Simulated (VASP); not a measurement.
# F2 in VASP: further runs

F2 is run at these levels: PBE+D3(BJ); tasks: single point, relaxation of the atoms.

All numbers are computed with VASP 6.6.1; they aren't measurements. Logs are shortened: lines on timing, memory, paths and dates and some standing lists are left out, and cuts for length are marked.

### 1 The cell of the first run

The cell holds a molecule in a box, 2 atoms: a = 11.851 Å, b = 12.351 Å, c = 12.851 Å, α = 90.00°, β = 90.00°, γ = 90.00°.

### 2 Single point, PBE+D3(BJ)

INCAR reads:

```
PREC = Accurate ; ENCUT = 520
EDIFF = 1E-6 ; ISMEAR = 0
SIGMA = 0.005 ; LREAL = F
LASPH = T ; NELM = 120
ALGO = Normal ; ISIF = 2
LWAVE = F ; LCHARG = F
GGA = PE ; IVDW = 12
NBANDS = 14 ; GGA_COMPAT = F
NELMDL = -8
```

KPOINTS reads:

```
Automatic mesh
0
Gamma
  1 1 1
```

POSCAR reads:

```
F
1.0
   11.8512268750      0.0000000000      0.0000000000
    0.0000000000     12.3512268750      0.0000000000
    0.0000000000      0.0000000000     12.8512268750
F
2
Direct
    0.5178772021      0.5622687014      0.4931901277
    0.4922608479      0.4513357286      0.5068132823
```

Potentials or basis: VASP PAW PBE potentials, release 64 (F).

Started as:

```
$ cat potpaw_PBE.64/F/POTCAR > POTCAR
$ mpirun -np 1 vasp_gam > vasp.out
```

OUTCAR:

```text
PREC = Accurate
   ENCUT = 520
   EDIFF = 1E-6
   ISMEAR = 0
   LREAL = F
   LASPH = T
   NELM = 120
   ISIF = 2
   GGA = PE
   IVDW = 12
   NELMDL = -8
 IVDW          = 12

 ion  position               nearest neighbor table
   1  0.518  0.562  0.493-   2 1.41
   2  0.492  0.451  0.507-   1 1.41

  LATTYP: Found a simple orthorhombic cell.
 ALAT       =    11.8512268750
 B/A-ratio  =     1.0421897248
 C/A-ratio  =     1.0843794495

  Lattice vectors:

 A1 = (  11.8512268750,   0.0000000000,   0.0000000000)
 A2 = (   0.0000000000,  12.3512268750,   0.0000000000)
 A3 = (   0.0000000000,   0.0000000000,  12.8512268750)

Analysis of symmetry for initial positions (statically):
=====================================================================
 Subroutine PRICEL returns:
 Original cell was already a primitive cell.

 Routine SETGRP: Setting up the symmetry group for a
 simple orthorhombic supercell.

 Subroutine GETGRP returns: Found  2 space group operations
 (whereof  1 operations were pure point group operations)
 out of a pool of  8 trial point group operations.

The static configuration has the point symmetry C_1 .
 The point group associated with its full space group is S_2 .

Analysis of symmetry for dynamics (positions and initial velocities):
=====================================================================
 Subroutine PRICEL returns:
 Original cell was already a primitive cell.

 Routine SETGRP: Setting up the symmetry group for a
 simple orthorhombic supercell.

 Subroutine GETGRP returns: Found  2 space group operations
 (whereof  1 operations were pure point group operations)
 out of a pool of  8 trial point group operations.

The dynamic configuration has the point symmetry C_1 .
 The point group associated with its full space group is S_2 .

 Subroutine INISYM returns: Found  2 space group operations
 (whereof  1 operations are pure point group operations),
 and found     1 'primitive' translations

----------------------------------------------------------------------------------------

                                     Primitive cell

  volume of cell :    1881.1265

  direct lattice vectors                    reciprocal lattice vectors
    11.851226875  0.000000000  0.000000000     0.084379450  0.000000000  0.000000000
     0.000000000 12.351226875  0.000000000     0.000000000  0.080963617  0.000000000
     0.000000000  0.000000000 12.851226875     0.000000000  0.000000000  0.077813582

  length of vectors
    11.851226875 12.351226875 12.851226875     0.084379450  0.080963617  0.077813582

  position of ions in fractional coordinates (direct lattice)
     0.517877202  0.562268701  0.493190128
     0.492260848  0.451335729  0.506813282

  ion indices of the primitive-cell ions
   primitive index   ion index
                 1           1
                 2           2

----------------------------------------------------------------------------------------

 KPOINTS: Automatic mesh

Automatic generation of k-mesh.
 Grid dimensions read from file:
 generate k-points for:    1    1    1

 Generating k-lattice:

  Cartesian coordinates                     Fractional coordinates (reciprocal lattice)
     0.084379450  0.000000000  0.000000000     1.000000000  0.000000000  0.000000000
     0.000000000  0.080963617  0.000000000     0.000000000  1.000000000  0.000000000
     0.000000000  0.000000000  0.077813582     0.000000000  0.000000000  1.000000000

  Length of vectors
     0.084379450  0.080963617  0.077813582

  Shift w.r.t. Gamma in fractional coordinates (k-lattice)
     0.000000000  0.000000000  0.000000000

 Subroutine IBZKPT returns following result:
 ===========================================

 Found      1 irreducible k-points:

 Following reciprocal coordinates:
            Coordinates               Weight
  0.000000  0.000000  0.000000      1.000000
   k-points           NKPTS =      1   k-points in BZ     NKDIM =      1   number of bands    NBANDS=     14
   number of dos      NEDOS =    301   number of ions     NIONS =      2
   total plane-waves  NPLWV = 829440
   dimension x,y,z NGX =    90 NGY =   96 NGZ =   96
   dimension x,y,z NGXF=   180 NGYF=  192 NGZF=  192
   ions per type =               2
   NGX,Y,Z   is equivalent  to a cutoff of  12.62, 12.92, 12.42 a.u.
   NGXF,Y,Z  is equivalent  to a cutoff of  25.25, 25.84, 24.84 a.u.
 SYSTEM =  unknown system
   PREC   = accura    normal or accurate (medium, high low for compatibility)
   ISTART =      0    job   : 0-new  1-cont  2-samecut
   ICHARG =      2    charge: 1-file 2-atom 10-const
   ISPIN  =      1    spin polarized calculation?
   LNONCOLLINEAR =      F non collinear calculations
   LSORBIT =      F    spin-orbit coupling
   LASPH  =      T    aspherical Exc in radial PAW
   ENCUT  =  520.0 eV  38.22 Ry    6.18 a.u.  22.04 22.97 23.89*2*pi/ulx,y,z
   NELM   =    120;   NELMIN=  2; NELMDL= -8     # of ELM steps
   EDIFF  = 0.1E-05   stopping-criterion for ELM
   LREAL  =      F    real-space projection
   EDIFFG = 0.1E-04   stopping-criterion for IOM
   NSW    =      0    number of steps for IOM
   IBRION =     -1    ionic relax: 0-MD 1-quasi-New 2-CG
   NFREE  =      0    steps in history (QN), initial steepest desc. (CG)
   ISIF   =      2    stress and relaxation
   ISYM   =      2    0-nonsym 1-usesym 2-fastsym
   POTIM  = 0.5000    time-step for ionic-motion
   TEBEG  =    0.0;   TEEND  =   0.0 temperature during run
   PSTRESS=    0.0 pullay stress
   NELECT =      14.0000    total number of electrons
   NUPDOWN=      -1.0000    fix difference up-down
   EMIN   =  10.00;   EMAX   =-10.00  energy-range for DOS
   EFERMI =   0.00;   METHOD = LEGACY
   ISMEAR =     0;   SIGMA  =   0.01  broadening in eV -4-tet -1-fermi 0-gaus
   EFERMI_NEDOS =   21; number of points for ismear=-14 and -15
   IALGO  =     38    algorithm
   IMIX   =      4    mixing-type and parameters
     AMIX     =   0.40;   BMIX     =  1.00
     AMIX_MAG =   1.60;   BMIX_MAG =  1.00
  volume/ion in A,a.u.               =     940.56      6347.23
  Fermi-wavevector in a.u.,A,eV,Ry     =   0.319628  0.604009  1.389999  0.102162
  Thomas-Fermi vector in A             =   1.205525
   LORBIT       =      0    0 simple, 1 ext, 2 COOP (PROOUT), +10 PAW based schemes
   GGA     = PE    functional components
   LHFCALC =     F    Hartree Fock is set to
   AEXX    =    0.0000 exact exchange contribution
   IVDW    =    12    specifies the selected vdW correction
   LEPSILON=     F    determine dielectric tensor
   LRPA    =     F    only Hartree local field effects (RPA)
 non-spin polarized calculation
 Gauss-broadening in eV      SIGMA  =   0.01
  energy-cutoff  :      520.00
  volume of cell :     1881.13
 maximum number of plane-waves:     25288
 NGX is ok and might be reduce to    90
   NGX = 45   NGY = 45   NGZ = 47

 number of electron      14.0000011 magnetization

 Free energy of the ion-electron system (eV)
  ---------------------------------------------------
  ext. energy  EPLUGINS =         0.00000000
  ---------------------------------------------------
  free energy    TOTEN  =        -3.61635974 eV

  energy without entropy =       -3.61635974  energy(sigma->0) =       -3.61635974

 E-fermi :  -9.3164     XC(G=0):  -0.3019

 val. band max:       -9.3879076688   @ k =   0.0000   0.0000   0.0000
 cond. band min:      -5.8569051868   @ k =   0.0000   0.0000   0.0000
 fundamental gap:      3.5310024820
 Fermi energy:        -9.3163577834

 k-point     1 :       0.0000    0.0000    0.0000
  band No.  band energies     occupation
      1     -33.9635      2.00000
      2     -27.6522      2.00000
      3     -15.3353      2.00000
      4     -12.7563      2.00000
      5     -12.7562      2.00000
      6      -9.3880      2.00000
      7      -9.3879      2.00000
      8      -5.8569      0.00000
      9      -0.2417      0.00000
     10       0.5846      0.00000
     11       0.7714      0.00000
     12       0.7981      0.00000
     13       0.9040      0.00000
     14       0.9351      0.00000

------------------------ aborting loop because EDIFF is reached ----------------------------------------

 Edisp (eV)   -0.00458

 E8    (eV) :    -0.0012

  FORCE on cell =-STRESS in cart. coord.  units (eV):
  Direction    XX          YY          ZZ          XY          YZ          ZX
  --------------------------------------------------------------------------------------
  -------------------------------------------------------------------------------------
  Total      -0.09132     0.39103    -0.10683     0.11208    -0.06425    -0.01438
  in kB      -0.07778     0.33304    -0.09099     0.09546    -0.05472    -0.01225
  external pressure =        0.05 kB  Pullay stress =        0.00 kB

 VOLUME and BASIS-vectors are now :
 -----------------------------------------------------------------------------
  energy-cutoff  :      520.00
  volume of cell :     1881.13
      direct lattice vectors                 reciprocal lattice vectors
    11.851226875  0.000000000  0.000000000     0.084379450  0.000000000  0.000000000
     0.000000000 12.351226875  0.000000000     0.000000000  0.080963617  0.000000000
     0.000000000  0.000000000 12.851226875     0.000000000  0.000000000  0.077813582

 POSITION                                       TOTAL-FORCE (eV/Angst)
 -----------------------------------------------------------------------------------
      6.13748      6.94471      6.33810         0.079579      0.353924     -0.046811
      5.83389      5.57455      6.51317        -0.079579     -0.353924      0.046811
 -----------------------------------------------------------------------------------
    total drift:                                0.000002     -0.000058      0.000047

  FREE ENERGIE OF THE ION-ELECTRON SYSTEM (eV)
  ---------------------------------------------------
  free  energy   TOTEN  =        -3.6209374515 eV

  energy  without entropy=       -3.6209374515  energy(sigma->0) =       -3.62093745
```

Wall time 86 s (1 thread of Intel Xeon Platinum 8375C at 2.90GHz (Ice Lake), shared host); peak memory 1.3 GiB.

What came out:

```yaml
Free_energy: -3.6209 eV
Largest_force: 0.366 eV/Å
Gap_between_the_frontier_levels: 3.53 eV
Dispersion_energy_per_atom: -0.002 eV
```

Forces on the atoms (eV/Å):
```
F    0.080  0.354 -0.047
F   -0.080 -0.354  0.047
```

Levels at points of the mesh, in eV from the valence-band top:
```tsv
k point	band 4	band 5	band 6	band 7	band 8	band 9	band 10	band 11
(0.00, 0.00, 0.00)	-3.37	-3.37	0.00	0.00	3.53	9.15	9.97	10.16
```

### 3 Relaxation of the atoms, PBE+D3(BJ)

INCAR reads:

```
ALGO = Normal ; EDIFF = 1E-7
EDIFFG = -0.03 ; ENCUT = 520
GGA = PE ; GGA_COMPAT = F
IBRION = 2 ; ISIF = 2
ISMEAR = 0 ; IVDW = 12
LASPH = T ; LCHARG = F
LREAL = F ; LWAVE = F
NELM = 120 ; NELMDL = -8
NELMIN = 4 ; NSW = 100
PREC = Accurate ; SIGMA = 0.005
```

KPOINTS reads:

```
k-points
0
Gamma
  1 1 1
```

POSCAR reads:

```
F
1.0
   11.8512268750      0.0000000000      0.0000000000
    0.0000000000     12.3512268750      0.0000000000
    0.0000000000      0.0000000000     12.8512268750
F
2
Direct
    0.5172880100      0.5597202300      0.4935031000
    0.4928500400      0.4538842000      0.5065003100
```

Potentials or basis: VASP PAW PBE potentials, release 64 (F).

Started as:

```
$ cat potpaw_PBE.64/F/POTCAR > POTCAR
$ mpirun -np 1 vasp_gam > vasp.out
```

OUTCAR:

```text
EDIFF = 1E-7
   EDIFFG = -0.03
   ENCUT = 520
   GGA = PE
   IBRION = 2
   ISIF = 2
   ISMEAR = 0
   IVDW = 12
   LASPH = T
   LREAL = F
   NELM = 120
   NELMDL = -8
   NELMIN = 4
   NSW = 100
   PREC = Accurate
 IVDW          = 12

 ion  position               nearest neighbor table
   1  0.517  0.560  0.494-   2 1.35
   2  0.493  0.454  0.507-   1 1.35

  LATTYP: Found a simple orthorhombic cell.
 ALAT       =    11.8512268750
 B/A-ratio  =     1.0421897248
 C/A-ratio  =     1.0843794495

  Lattice vectors:

 A1 = (  11.8512268750,   0.0000000000,   0.0000000000)
 A2 = (   0.0000000000,  12.3512268750,   0.0000000000)
 A3 = (   0.0000000000,   0.0000000000,  12.8512268750)

Analysis of symmetry for initial positions (statically):
=====================================================================
 Subroutine PRICEL returns:
 Original cell was already a primitive cell.

[... 202 lines left out ...]
      3     -14.3626      2.00000
      4     -11.8803      2.00000
      5     -11.8803      2.00000
      6     -10.1681      2.00000
      7     -10.1681      2.00000
      8      -8.8227      0.00000
      9      -0.2583      0.00000
     10       0.5947      0.00000
     11       0.7504      0.00000
[... 117 lines left out ...]
--------------------------------------- Ionic step        5  -------------------------------------------

 number of electron      14.0000013 magnetization

 Free energy of the ion-electron system (eV)
  ---------------------------------------------------
  ext. energy  EPLUGINS =         0.00000000
  ---------------------------------------------------
  free energy    TOTEN  =        -3.61820810 eV

  energy without entropy =       -3.61820810  energy(sigma->0) =       -3.61820810

 E-fermi :  -9.3651     XC(G=0):  -0.2948

 val. band max:       -9.4286932293   @ k =   0.0000   0.0000   0.0000
 cond. band min:      -6.0169262760   @ k =   0.0000   0.0000   0.0000
 fundamental gap:      3.4117669533
 Fermi energy:        -9.3651442340

 k-point     1 :       0.0000    0.0000    0.0000
  band No.  band energies     occupation
      1     -33.8388      2.00000
      2     -27.7172      2.00000
      3     -15.2967      2.00000
      4     -12.7078      2.00000
      5     -12.7078      2.00000
      6      -9.4287      2.00000
      7      -9.4287      2.00000
      8      -6.0169      0.00000
      9      -0.2396      0.00000
     10       0.5986      0.00000
     11       0.7692      0.00000
[... 31 lines left out ...]
  FREE ENERGIE OF THE ION-ELECTRON SYSTEM (eV)
  ---------------------------------------------------
  free  energy   TOTEN  =        -3.6227861717 eV

  energy  without entropy=       -3.6227861717  energy(sigma->0) =       -3.62278617

 reached required accuracy - stopping structural energy minimisation
```

OSZICAR:

```text
N       E                     dE             d eps       ncg     rms          rms(c)
DAV:   1     0.182030070321E+03    0.18203E+03   -0.30890E+03    30   0.670E+02
DAV:   2     0.766019313896E+02   -0.10543E+03   -0.10340E+03    36   0.130E+02
DAV:   3     0.218840014510E+01   -0.74414E+02   -0.74305E+02    38   0.116E+02
[... 75 lines left out ...]
DAV:   2    -0.361817835572E+01    0.21224E-04   -0.13075E-04    22   0.125E-01    0.190E-02
DAV:   3    -0.361820165549E+01   -0.23300E-04   -0.38752E-06    22   0.214E-02    0.534E-03
DAV:   4    -0.361820687695E+01   -0.52215E-05   -0.25064E-07    28   0.550E-03    0.134E-03
DAV:   5    -0.361820802259E+01   -0.11456E-05   -0.25481E-08    28   0.181E-03    0.237E-04
DAV:   6    -0.361820810180E+01   -0.79211E-07    0.53485E-09    14   0.528E-04
   5 F= -.36227862E+01 E0= -.36227862E+01  d E =-.114788E+00
```

CONTCAR:

```text
F
   1.00000000000000
    11.8512268750000000    0.0000000000000000    0.0000000000000000
     0.0000000000000000   12.3512268750000000    0.0000000000000000
     0.0000000000000000    0.0000000000000000   12.8512268750000000
  F
     2
Direct
     0.5179665139227642    0.5626542288196286    0.4931417093672705
     0.4921715360772378    0.4509502011803723    0.5068617006327273

  0.00000000E+00  0.00000000E+00  0.00000000E+00
  0.00000000E+00  0.00000000E+00  0.00000000E+00
```

It took 8.1 min on 1 thread of Intel Xeon Platinum 8375C at 2.90GHz (Ice Lake), shared host; peak memory 1.5 GiB.

Results:

```
Free energy                     : -3.6228 eV
Energy gained by relaxing       : 57.4 meV/atom
Ionic steps                     : 5
Largest force after relaxing    : 0.014 eV/Å
Gap between the frontier levels : 3.41 eV
Dispersion energy per atom      : -0.002 eV
```

Forces on the atoms (eV/Å):
```
F    0.004  0.013 -0.003
F   -0.004 -0.013  0.003
```

Step by step:
| step | energy change (eV) | largest force (eV/Å) | pressure (GPa) |
| --- | --- | --- | --- |
| 1 | 0.0000 | 3.3004 | 0.12 |
| 2 | 0.5249 | 4.0639 | -0.20 |
| 3 | -0.1143 | 0.1839 | -0.02 |
| 4 | -0.1148 | 0.0394 | -0.01 |
| 5 | -0.1148 | 0.0136 | -0.01 |

Final structure:
```
F
1.0
    11.85123    0.00000    0.00000
     0.00000   12.35123    0.00000
     0.00000    0.00000   12.85123
F
2
Direct
  0.51797 0.56265 0.49314
  0.49217 0.45095 0.50686
```

Levels at points of the mesh, in eV from the valence-band top:
```csv
k point,band 5,band 6,band 7,band 8,band 9,band 10
"(0.00, 0.00, 0.00)",-3.28,0.00,0.00,3.41,9.19,10.03
```
